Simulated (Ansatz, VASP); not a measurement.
Two plane-wave programs on CdS

File INCAR:

```
  PREC = Accurate
  ENCUT = 520
  EDIFF = 1E-7
  ISMEAR = -1
  SIGMA = 0.03
  LREAL = False
  LASPH = True
  NELM = 60
  ALGO = Normal
  ISIF = 2
  LWAVE = False
  LCHARG = False
  GGA = PS
  NBANDS = 16
```

Contents of KPOINTS:

```
Automatic mesh
0
Gamma
  7 7 7
```

File POSCAR:

```
CdS
1.0
    0.0000000000      2.9165000000      2.9165000000
    2.9165000000      0.0000000000      2.9165000000
    2.9165000000      2.9165000000      0.0000000000
Cd S
1 1
Direct
   -0.1575000000      0.0525000000      0.0525000000
    0.4075000000      0.1975000000      0.1975000000
```

Input for Ansatz:

```yaml
crystal:
  lattice:
    - [0.0, 2.9165, 2.9165]
    - [2.9165, 0.0, 2.9165]
    - [2.9165, 2.9165, 0.0]
  atoms:
    - { symbol: Cd, position: [-0.1575, 0.0525, 0.0525] }
    - { symbol: S, position: [0.4075, 0.1975, 0.1975] }
kpoints:
  mp_grid: { grid: [7, 7, 7] }
scf:
  occupations: { method: fermi_dirac, width: 0.03 }
hamiltonian:
  xc: pbesol
  pseudopotentials: { kind: paw, partial_waves: polarizable }
output:
  forces: true
  stress: true
  eigenvalues: true
```

Change from the starting cell: shortest bond scaled by 0.58, PAW files, partial_waves polarizable.

Alike in both runs: task single point; functional PBEsol; k mesh 7 × 7 × 7; occupations fermi-dirac, width 0.03 eV; no spin polarisation.

|  | VASP | Ansatz |
| --- | --- | --- |
| version | VASP 6.6.1 | Ansatz 0.2.0 |
| potentials or method | VASP PAW PBE potentials, release 64 (Cd, S) | PAW with Ansatz's default frozen-core files, scalar-relativistic |
| plane-wave cutoff (eV) | 520 | 420 |
| valence electrons in the cell | 18 | 26 |

```tsv
	VASP	Ansatz	Ansatz less VASP
gap on the k mesh at the Fermi level (eV)	1.38	1.18	-0.197
pressure (GPa)	111.7	107.6	-4.12
traceless stress, the component that is largest in VASP (GPa)	-114.38	-110.71	+3.670
rms of the force components (eV/Å)	42.293	40.990	-1.3032
```

VASP's potentials were made for PBE, not for PBEsol. Atom by atom the forces differ by 1.303 eV/Å (rms over components). Both programs put the cell under a high pressure, so it lies far from rest at this level. VASP's potentials hold 18 valence electrons a cell and Ansatz's 26, so a difference there can come from the potentials and not from the codes.

Noted on VASP's run: the cell as given lies far from equilibrium.
